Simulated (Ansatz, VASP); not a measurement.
## One calculation of MnGa3, two programs

```
CELL_PARAMETERS angstrom
0.00000 3.24670 3.24670
3.24670 0.00000 3.24670
3.24670 3.24670 0.00000
ATOMIC_POSITIONS crystal
Ga 0.25000 0.25000 0.25000
Ga 0.75000 0.75000 0.75000
Ga 0.50000 0.50000 0.50000
Mn 0.00000 0.00000 0.00000
```

Alike in both runs: functional PBE; k mesh 12 × 12 × 12; occupations gaussian, width 0.1 eV; collinear spin.

Ansatz relaxed the structure, and its values are those at the end. VASP's run is a single point on that final structure, the one shown.

```csv
,VASP,Ansatz
version,VASP 6.6.1,Ansatz 0.2.0
potentials or method,"VASP PAW PBE potentials, release 64 (Ga_d, Mn_pv), cutoff 520 eV","scalar-relativistic, plane waves, PAW"
valence electrons in the cell,52,54
```

Ansatz gave:

```
gap on the k mesh at the Fermi level (eV)                     : none
pressure (GPa)                                                : 0.0
net moment per atom (μB)                                      : 0.94
size of the moment on the site where the two differ most (μB) : 3.67
```

Question: Which values does VASP return?

Answer: gap on the k mesh at the Fermi level (eV): none; pressure (GPa): 0.1; net moment per atom (μB): 0.94; size of the moment on the site where the two differ most (μB): 3.62.

Site moments also hang on the region over which each program counts them. A gap of «none» marks a metal or a gap that the smearing closes. VASP's potentials hold 52 valence electrons a cell and Ansatz's 54, so a difference there can come from the potentials and not from the codes.
